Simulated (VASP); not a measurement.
# GaB (P4/mmm) in VASP: a series of runs

Runs on GaB. Level: PBE. Tasks: vibrations by perturbation theory, electric field gradients.

Program: VASP 6.6.1. These are calculated values, not measurements. Logs are shortened: lines on timing, memory, paths and dates and some standing lists are left out, and cuts for length are marked.

**1. The cell of the first run**

Symmetry: P4/mmm, No. 123, tetragonal system. The conventional cell has a = 2.718 Å, b = 2.718 Å, c = 3.236 Å, α = 90.00°, β = 90.00°, γ = 90.00°. Within 3.3 Å of Ga (site symmetry 4/mmm) lie 8 B at 2.51 Å and 6 Ga at 2.72 to 3.24 Å. Within 3.3 Å of B (site symmetry 4/mmm) lie 8 Ga at 2.51 Å and 6 B at 2.72 to 3.24 Å.

**2. Vibrations by perturbation theory, PBE**

INCAR

```
ALGO     = Normal         # electronic algorithm
EDIFF    = 1E-8           # SCF threshold, eV
ENCUT    = 520            # plane-wave cutoff, eV
GGA      = PE             # functional
IBRION   = 8              # ionic algorithm
ISIF     = 2              # what is computed and relaxed
ISMEAR   = -1             # smearing method
LASPH    = T              # aspherical terms in the spheres
LCHARG   = F              # write CHGCAR
LREAL    = F              # projectors in reciprocal space
LWAVE    = F              # write WAVECAR
NBANDS   = 15             # bands
NELM     = 80             # most SCF steps
NSW      = 1              # ionic steps
PREC     = Accurate       # precision mode
SIGMA    = 0.05           # smearing width, eV
```

KPOINTS

```
k-points
0
Gamma
  10 10 8
```

POSCAR

```
GaB
1.0
    2.7182400000      0.0000000000      0.0000000000
    0.0000000000      2.7182400000      0.0000000000
    0.0000000000      0.0000000000      3.2362100000
Ga B
1 1
Direct
    0.5000000000      0.5000000000      0.5000000000
    0.0000000000      0.0000000000      0.0000000000
```

Potentials or basis: VASP PAW PBE potentials, release 64 (Ga_d, B).

The run is started by

```console
$ cat potpaw_PBE.64/Ga_d/POTCAR potpaw_PBE.64/B/POTCAR > POTCAR
$ mpirun -np 1 vasp_std > vasp.out
```

OUTCAR:

```text
EDIFF = 1E-8
   ENCUT = 520
   GGA = PE
   IBRION = 8
   ISIF = 2
   ISMEAR = -1
   LASPH = T
   LREAL = F
   NELM = 80
   NSW = 1
   PREC = Accurate

 ion  position               nearest neighbor table
   1  0.500  0.500  0.500-   2 2.51   2 2.51   2 2.51   2 2.51   2 2.51   2 2.51   2 2.51   2 2.51

   2  0.000  0.000  0.000-   1 2.51   1 2.51   1 2.51   1 2.51   1 2.51   1 2.51   1 2.51   1 2.51

  LATTYP: Found a simple tetragonal cell.
 ALAT       =     2.7182400000
 C/A-ratio  =     1.1905534463

  Lattice vectors:

 A1 = (   2.7182400000,   0.0000000000,   0.0000000000)
 A2 = (   0.0000000000,   2.7182400000,   0.0000000000)
 A3 = (   0.0000000000,   0.0000000000,   3.2362100000)

Analysis of symmetry for initial positions (statically):
=====================================================================
 Subroutine PRICEL returns:
 Original cell was already a primitive cell.

 Routine SETGRP: Setting up the symmetry group for a
 simple tetragonal supercell.

 Subroutine GETGRP returns: Found 16 space group operations
 (whereof 16 operations were pure point group operations)
 out of a pool of 16 trial point group operations.

The static configuration has the point symmetry D_4h.

Analysis of symmetry for dynamics (positions and initial velocities):
=====================================================================
 Subroutine PRICEL returns:
 Original cell was already a primitive cell.

 Routine SETGRP: Setting up the symmetry group for a
 simple tetragonal supercell.

 Subroutine GETGRP returns: Found 16 space group operations
 (whereof 16 operations were pure point group operations)
 out of a pool of 16 trial point group operations.

The dynamic configuration has the point symmetry D_4h.

 Subroutine INISYM returns: Found 16 space group operations
 (whereof 16 operations are pure point group operations),
 and found     1 'primitive' translations

----------------------------------------------------------------------------------------

                                     Primitive cell

  volume of cell :      23.9118

  direct lattice vectors                    reciprocal lattice vectors
     2.718240000  0.000000000  0.000000000     0.367885102  0.000000000  0.000000000
     0.000000000  2.718240000  0.000000000     0.000000000  0.367885102  0.000000000
     0.000000000  0.000000000  3.236210000     0.000000000  0.000000000  0.309003433

  length of vectors
     2.718240000  2.718240000  3.236210000     0.367885102  0.367885102  0.309003433

  position of ions in fractional coordinates (direct lattice)
     0.500000000  0.500000000  0.500000000
     0.000000000  0.000000000  0.000000000

  ion indices of the primitive-cell ions
   primitive index   ion index
                 1           1
                 2           2

----------------------------------------------------------------------------------------

 KPOINTS: k-points

Automatic generation of k-mesh.
 Grid dimensions read from file:
 generate k-points for:   10   10    8

 Generating k-lattice:

  Cartesian coordinates                     Fractional coordinates (reciprocal lattice)
     0.036788510  0.000000000  0.000000000     0.100000000  0.000000000  0.000000000
     0.000000000  0.036788510  0.000000000     0.000000000  0.100000000  0.000000000
     0.000000000  0.000000000  0.038625429     0.000000000  0.000000000  0.125000000

  Length of vectors
     0.036788510  0.036788510  0.038625429

  Shift w.r.t. Gamma in fractional coordinates (k-lattice)
     0.000000000  0.000000000  0.000000000

 Subroutine IBZKPT returns following result:
[... 79 lines left out ...]
   LRPA    =     F    only Hartree local field effects (RPA)
 non-spin polarized calculation
  energy-cutoff  :      520.00
  volume of cell :       23.91
 maximum number of plane-waves:       664
   NGX = 11   NGY = 11   NGZ = 13

--------------------------------------- Ionic step        1  -------------------------------------------

 number of electron      16.0000024 magnetization

 Free energy of the ion-electron system (eV)
  ---------------------------------------------------
  ext. energy  EPLUGINS =         0.00000000
  ---------------------------------------------------
  free energy    TOTEN  =        -7.15081366 eV

  energy without entropy =       -7.14547466  energy(sigma->0) =       -7.14814416

 E-fermi :   6.8713     XC(G=0): -11.9002

 val. band max:        6.8425661045   @ k =   0.3000   0.3000   0.5000
 cond. band min:       6.8926488077   @ k =   0.3000   0.3000   0.1250
 fundamental gap:      0.0500827033
 Fermi energy:         6.8712905200

 k-point     1 :       0.0000    0.0000    0.0000
  band No.  band energies     occupation
      1      -8.4151      2.00000
      2      -8.2571      2.00000
      3      -7.9447      2.00000
      4      -7.9447      2.00000
      5      -7.8996      2.00000
      6      -6.4392      2.00000
      7       5.2213      2.00000
      8       8.7877      0.00000
      9       9.5842      0.00000
     10       9.5842      0.00000
     11      16.0474      0.00000
     12      16.4576      0.00000
     13      20.1250      0.00000
     14      21.2931      0.00000
[... 401 lines left out ...]
      2      -8.1681      2.00000
      3      -8.0394      2.00000
      4      -7.9550      2.00000
      5      -7.9439      2.00000
      6      -5.4442      2.00000
      7       4.3649      2.00000
      8       5.7717      2.00000
      9      10.3724      0.00000
     10      11.1255      0.00000
     11      15.5918      0.00000
     12      17.0759      0.00000
     13      18.7680      0.00000
     14      20.2595      0.00000
     15      22.9606      0.00000

 [... further k-points ...]
[... 5 lines left out ...]
  --------------------------------------------------------------------------------------
  -------------------------------------------------------------------------------------
  Total        0.0559548      0.0559548     -0.0701771      0.0000000     -0.0000000     -0.0000000
  in kB        3.7491759      3.7491759     -4.7021232      0.0000000     -0.0000000     -0.0000000
  external PRESSURE =       0.9320762 kB  Pullay stress =       0.0000000 kB

 VOLUME and BASIS-vectors are now :
 -----------------------------------------------------------------------------
  energy-cutoff  :      520.00
  volume of cell :       23.91
      direct lattice vectors                 reciprocal lattice vectors
     2.718240000  0.000000000  0.000000000     0.367885102  0.000000000  0.000000000
     0.000000000  2.718240000  0.000000000     0.000000000  0.367885102  0.000000000
     0.000000000  0.000000000  3.236210000     0.000000000  0.000000000  0.309003433

 POSITION                                       TOTAL-FORCE (eV/Angst)
 -----------------------------------------------------------------------------------
      1.35912      1.35912      1.61810         0.000000      0.000000      0.000000
      0.00000      0.00000      0.00000         0.000000      0.000000      0.000000
 -----------------------------------------------------------------------------------
    total drift:                               -0.000000      0.000000      0.000000

  FREE ENERGIE OF THE ION-ELECTRON SYSTEM (eV)
  ---------------------------------------------------
  free  energy   TOTEN  =        -7.1508136648 eV

  energy  without entropy=       -7.1454746576  energy(sigma->0) =       -7.14814416

[... ionic steps 2 to 3 ...]

--------------------------------------- Ionic step        4  -------------------------------------------

------------------------ aborting loop because EDIFF is reached ----------------------------------------
[... 11 lines left out ...]
[... ionic steps 8 to 8 ...]

--------------------------------------- Ionic step        9  -------------------------------------------

 Free energy of the ion-electron system (eV)
  ---------------------------------------------------
  ---------------------------------------------------
  free energy    TOTEN  =        -0.03560269 eV

  energy without entropy =       -0.03560270

------------------------ aborting loop because EDIFF is reached ----------------------------------------

 INTERNAL STRAIN TENSOR  FOR ION    2  DIRECTION 3   (eV/Angst):
 -----------------------------------------------------------------------------
     0.01332  0.00000  0.00000
     0.00000  0.01332  0.00000
    -0.00000  0.00000 -0.03064

 INTERNAL STRAIN TENSOR FOR ION    2 for displacements in x,y,z  (eV/Angst):
          X           Y           Z          XY          YZ          ZX
  --------------------------------------------------------------------------------
  x     0.00000     0.00000     0.00000     0.00000     0.00000     0.00000
  y     0.00000     0.00000     0.00000     0.00000     0.00000     0.00000
  z     0.00000     0.00000     0.00000     0.00000     0.00000     0.00000

 SECOND DERIVATIVES (NOT SYMMETRIZED)
 ------------------------------------
               1X          1Y          1Z          2X          2Y          2Z
  1X     0.529759    0.000000    0.000000   -0.529759    0.000000    0.000000
  1Y     0.000000    0.529759    0.000000    0.000000   -0.529759    0.000000
  1Z     0.000000    0.000000   -2.031064   -0.000000   -0.000000    2.031064
  2X    -0.566513    0.000000    0.000000    0.566513    0.000000    0.000000
  2Y     0.000000   -0.566513    0.000000    0.000000    0.566513    0.000000
  2Z     0.000000    0.000000    1.999839    0.000000    0.000000   -1.999839

 Eigenvectors and eigenvalues of the dynamical matrix
 ----------------------------------------------------

   1 f  =    7.233910 THz    45.452000 2PiTHz  241.297278 cm-1    29.917036 meV
             X         Y         Z           dx          dy          dz
      1.359120  1.359120  1.618105     0.000000    0.000000   -0.368860
      0.000000  0.000000  0.000000     0.000000    0.000000    0.929485
[... 21 lines left out ...]
   6 f/i=    3.829585 THz    24.061992 2PiTHz  127.741206 cm-1    15.837884 meV
             X         Y         Z           dx          dy          dz
      1.359120  1.359120  1.618105     0.000000   -0.355989    0.000000
      0.000000  0.000000  0.000000     0.000000    0.934490    0.000000

--------------------------------------------------------------------------------------------------------

 ELASTIC MODULI CONTR FROM IONIC RELAXATION (kBar)
 Direction    XX          YY          ZZ          XY          YZ          ZX
 --------------------------------------------------------------------------------
 XX           0.0000      0.0000      0.0000      0.0000      0.0000      0.0000
 YY           0.0000      0.0000      0.0000      0.0000      0.0000      0.0000
 ZZ           0.0000      0.0000      0.0000      0.0000      0.0000      0.0000
 XY           0.0000      0.0000      0.0000      0.0000      0.0000      0.0000
 YZ           0.0000      0.0000      0.0000      0.0000      0.0000      0.0000
 ZX           0.0000      0.0000      0.0000      0.0000      0.0000      0.0000
 --------------------------------------------------------------------------------
```

Wall time 4.4 min (1 thread of Intel Xeon Platinum 8488C (Sapphire Rapids), shared host); peak memory 0.31 GiB.

What came out:

```
Highest phonon frequency at Γ, LO-TO splitting left out : 241 cm⁻¹
Most unstable mode                                      : 128i cm⁻¹
```

Phonon frequencies in cm⁻¹ (negative: imaginary):
| q point | frequencies |
| --- | --- |
| (0.000, 0.000, 0.000) | -128 -128 -1 1 1 241 |

Caveat: some modes are imaginary.

**3. Electric field gradients, PBE**

INCAR

```
SYSTEM = GaB
PREC = Accurate
ENCUT = 520
EDIFF = 1E-8
ISMEAR = -1
SIGMA = 0.05
LREAL = .FALSE.
LASPH = .TRUE.
NELM = 60
ALGO = Normal
ISIF = 2
LWAVE = .FALSE.
LCHARG = .FALSE.
GGA = PE
LEFG = .TRUE.
NBANDS = 15
```

KPOINTS

```
regular mesh
0
G
  10 10 8
  0 0 0
```

POSCAR is that of step 2.

Potentials or basis: VASP PAW PBE potentials, release 64 (Ga_d, B).

The run is started by

```console
$ cat potpaw_PBE.64/Ga_d/POTCAR potpaw_PBE.64/B/POTCAR > POTCAR
$ mpirun -np 1 vasp_std > vasp.out
```

OUTCAR:

```text
SYSTEM = GaB
   PREC = Accurate
   ENCUT = 520
   EDIFF = 1E-8
   ISMEAR = -1
   LREAL = .FALSE.
   LASPH = .TRUE.
   NELM = 60
   ISIF = 2
   GGA = PE

 ion  position               nearest neighbor table
   1  0.500  0.500  0.500-   2 2.51   2 2.51   2 2.51   2 2.51   2 2.51   2 2.51   2 2.51   2 2.51

   2  0.000  0.000  0.000-   1 2.51   1 2.51   1 2.51   1 2.51   1 2.51   1 2.51   1 2.51   1 2.51

  LATTYP: Found a simple tetragonal cell.
 ALAT       =     2.7182400000
 C/A-ratio  =     1.1905534463

  Lattice vectors:

 A1 = (   2.7182400000,   0.0000000000,   0.0000000000)
 A2 = (   0.0000000000,   2.7182400000,   0.0000000000)
 A3 = (   0.0000000000,   0.0000000000,   3.2362100000)

Analysis of symmetry for initial positions (statically):
=====================================================================
 Subroutine PRICEL returns:
 Original cell was already a primitive cell.

 Routine SETGRP: Setting up the symmetry group for a
 simple tetragonal supercell.

 Subroutine GETGRP returns: Found 16 space group operations
 (whereof 16 operations were pure point group operations)
 out of a pool of 16 trial point group operations.

The static configuration has the point symmetry D_4h.

Analysis of symmetry for dynamics (positions and initial velocities):
=====================================================================
 Subroutine PRICEL returns:
 Original cell was already a primitive cell.

 Routine SETGRP: Setting up the symmetry group for a
 simple tetragonal supercell.

 Subroutine GETGRP returns: Found 16 space group operations
 (whereof 16 operations were pure point group operations)
 out of a pool of 16 trial point group operations.

[... 168 lines left out ...]
     13      20.1250      0.00000
     14      21.2931      0.00000
[... 401 lines left out ...]
      2      -8.1681      2.00000
      3      -8.0394      2.00000
      4      -7.9550      2.00000
      5      -7.9439      2.00000
      6      -5.4442      2.00000
      7       4.3649      2.00000
      8       5.7717      2.00000
      9      10.3724      0.00000
     10      11.1255      0.00000
     11      15.5918      0.00000
     12      17.0759      0.00000
     13      18.7680      0.00000
     14      20.2595      0.00000
     15      22.9606      0.00000

 [... further k-points ...]
[... 5 lines left out ...]
  --------------------------------------------------------------------------------------
  -------------------------------------------------------------------------------------
  Total        0.0559548      0.0559548     -0.0701772      0.0000000      0.0000000      0.0000000
  in kB        3.7491732      3.7491732     -4.7021237      0.0000000      0.0000000      0.0000000
  external PRESSURE =       0.9320742 kB  Pullay stress =       0.0000000 kB

 VOLUME and BASIS-vectors are now :
 -----------------------------------------------------------------------------
  energy-cutoff  :      520.00
  volume of cell :       23.91
      direct lattice vectors                 reciprocal lattice vectors
     2.718240000  0.000000000  0.000000000     0.367885102  0.000000000  0.000000000
     0.000000000  2.718240000  0.000000000     0.000000000  0.367885102  0.000000000
     0.000000000  0.000000000  3.236210000     0.000000000  0.000000000  0.309003433

 POSITION                                       TOTAL-FORCE (eV/Angst)
 -----------------------------------------------------------------------------------
      1.35912      1.35912      1.61810         0.000000      0.000000      0.000000
      0.00000      0.00000      0.00000         0.000000      0.000000      0.000000
 -----------------------------------------------------------------------------------
    total drift:                               -0.000000      0.000000      0.000000

  FREE ENERGIE OF THE ION-ELECTRON SYSTEM (eV)
  ---------------------------------------------------
  free  energy   TOTEN  =        -7.1508136649 eV

  energy  without entropy=       -7.1454746577  energy(sigma->0) =       -7.14814416

 Electric field gradients (V/A^2)
---------------------------------------------------------------------
 ion       V_xx      V_yy      V_zz      V_xy      V_xz      V_yz
---------------------------------------------------------------------
   1       2.972     2.972    -5.944     0.000     0.000     0.000
   2       2.793     2.793    -5.586    -0.000    -0.000     0.000
---------------------------------------------------------------------

 Electric field gradients after diagonalization (V/A^2)
 (convention: |V_zz| > |V_xx| > |V_yy|)
----------------------------------------------------------------------
 ion       V_xx      V_yy      V_zz     asymmetry (V_yy - V_xx)/ V_zz
----------------------------------------------------------------------
   1       2.972     2.972    -5.944       0.000
   2       2.793     2.793    -5.586       0.000
----------------------------------------------------------------------

           NMR quadrupolar parameters

 Cq : quadrupolar parameter    Cq=e*Q*V_zz/h
 eta: asymmetry parameters     (V_yy - V_xx)/ V_zz
 Q  : nuclear electric quadrupole moment in mb (millibarn)
----------------------------------------------------------------------
 ion       Cq(MHz)       eta       Q (mb)
----------------------------------------------------------------------
   1      -0.014       0.000       1.000
   2      -0.014       0.000       1.000
----------------------------------------------------------------------
```

OSZICAR:

```text
N       E                     dE             d eps       ncg     rms          rms(c)
DAV:   1     0.620439719531E+02    0.62044E+02   -0.77649E+03  3258   0.190E+03
DAV:   2    -0.364307466327E+01   -0.65687E+02   -0.61589E+02  3591   0.300E+02
DAV:   3    -0.733908197302E+01   -0.36960E+01   -0.36676E+01  3605   0.532E+01
DAV:   4    -0.737170966714E+01   -0.32628E-01   -0.32618E-01  3801   0.534E+00
DAV:   5    -0.737201144185E+01   -0.30177E-03   -0.30177E-03  3793   0.517E-01    0.205E+00
DAV:   6    -0.717074526111E+01    0.20127E+00   -0.20970E-01  4483   0.106E+01    0.867E-01
DAV:   7    -0.715418063570E+01    0.16565E-01   -0.26177E-02  4353   0.132E+00    0.401E-01
DAV:   8    -0.715091575242E+01    0.32649E-02   -0.37360E-03  4158   0.860E-01    0.621E-02
DAV:   9    -0.715081303515E+01    0.10272E-03   -0.36524E-04  3829   0.383E-01    0.146E-02
DAV:  10    -0.715081330151E+01   -0.26636E-06   -0.12760E-05  3618   0.404E-02    0.553E-03
DAV:  11    -0.715081371815E+01   -0.41664E-06   -0.12810E-06  4213   0.151E-02    0.610E-04
DAV:  12    -0.715081361230E+01    0.10585E-06   -0.91992E-08  3880   0.412E-03    0.568E-04
DAV:  13    -0.715081367123E+01   -0.58931E-07   -0.12687E-08  2937   0.214E-03    0.755E-05
DAV:  14    -0.715081366494E+01    0.62932E-08   -0.20143E-09  1869   0.332E-04
   1 F= -.71508137E+01 E0= -.71481442E+01  d E =-.533901E-02
```

It took 71 s on 1 thread of AMD EPYC 7R13, shared host; peak memory 0.13 GiB.

Results:

- Free energy: -7.1508 eV
- Pressure: 0.1 GPa
- Band gap on the k mesh: zero (band 8 reaches 11.22 eV, above the bottom of band 9 at 2.67 eV)

Stress tensor (GPa, compression positive):
```
 0.37  0.00  0.00
 0.00  0.37  0.00
 0.00  0.00 -0.47
```

Levels at points of the mesh, in eV from the Fermi level:
```tsv
k point	band 6	band 7	band 8	band 9	band 10	band 11
(0.00, 0.00, 0.00)	-13.31	-1.65	1.92	2.71	2.71	9.18
(0.50, 0.00, 0.00)	-8.60	-8.22	1.92	5.08	5.53	5.54
(0.50, 0.50, 0.00)	-4.45	-4.45	-3.52	-1.93	3.29	7.69
(0.00, 0.00, 0.50)	-9.91	-9.81	4.35	4.35	7.99	9.63
(0.50, 0.00, 0.50)	-5.44	-5.30	-5.04	-4.20	5.48	10.27
(0.50, 0.50, 0.50)	-1.99	-1.30	-1.30	-0.39	0.15	0.15
```

Electric field gradients, principal values (V/Å²):
```csv
atom,least,middle,greatest (by size)
1 Ga,2.972,2.972,-5.944
2 B,2.793,2.793,-5.586
```

Caveat: without QUAD_EFG the Cq values of the log hold for a quadrupole moment of 1 mb, not for the nuclei.
